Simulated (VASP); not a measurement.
ZnS (Wurtzite-2H):

```
CELL_PARAMETERS angstrom
3.81100 0.00000 0.00000
-1.90550 3.30042 0.00000
0.00000 0.00000 6.23400
ATOMIC_POSITIONS crystal
Zn 0.33333 0.66667 0.00000
Zn 0.66667 0.33333 0.50000
S 0.33333 0.66667 0.38500
S 0.66667 0.33333 0.88500
```

```yaml
Program: VASP 6.6.1
Task: relaxation of cell and atoms
Functional: r2SCAN
Potentials_or_basis: VASP PAW PBE potentials, release 64 (Zn, S)
Cutoff: 600 eV
k_mesh: 6 × 6 × 4
Occupations: gaussian, width 0.01 eV
Spin: no spin polarisation
```

At the start: pressure 0.1 GPa; volume 19.60 Å³/atom.

Task: Where does the relaxation end?

Result: Over 9 steps the energy falls by 5.5 meV/atom and the volume is 19.58 Å³/atom (-0.1 %); space group P6_3mc (No. 186, to 0.05 Å).

The path:
| step | energy change (eV) | largest force (eV/Å) | pressure (GPa) | volume (Å³) |
| --- | --- | --- | --- | --- |
| 1 | 0.0000 | 0.3188 | 0.14 | 78.41 |
| 2 | -0.0157 | 0.1164 | -0.18 | 78.61 |
| 3 | -0.0161 | 0.0751 | -0.22 | 78.64 |
| 4 | -0.0198 | 0.0359 | 0.05 | 78.36 |
| 5 | -0.0211 | 0.0066 | 0.24 | 78.16 |
| 6 | -0.0206 | 0.0542 | 0.61 | 77.77 |
| 7 | -0.0214 | 0.0140 | 0.35 | 78.03 |
| 8 | -0.0217 | 0.0042 | -0.18 | 78.55 |
| 9 | -0.0220 | 0.0033 | 0.08 | 78.32 |

Final structure:
```cif
data_structure
_symmetry_space_group_name_H-M 'P 1'
_symmetry_Int_Tables_number 1
_cell_length_a 3.8071
_cell_length_b 3.8071
_cell_length_c 6.2399
_cell_angle_alpha 90.000
_cell_angle_beta 90.000
_cell_angle_gamma 120.000
_cell_volume 78.32
loop_
_atom_site_label
_atom_site_type_symbol
_atom_site_fract_x
_atom_site_fract_y
_atom_site_fract_z
_atom_site_occupancy
Zn1 Zn 0.33333 0.66667 0.00531 1
Zn2 Zn 0.66667 0.33333 0.50531 1
S1 S 0.33333 0.66667 0.37969 1
S2 S 0.66667 0.33333 0.87969 1
```

Caveat: the PAW data sets were made with another functional, which shifts forces and pressure a little.
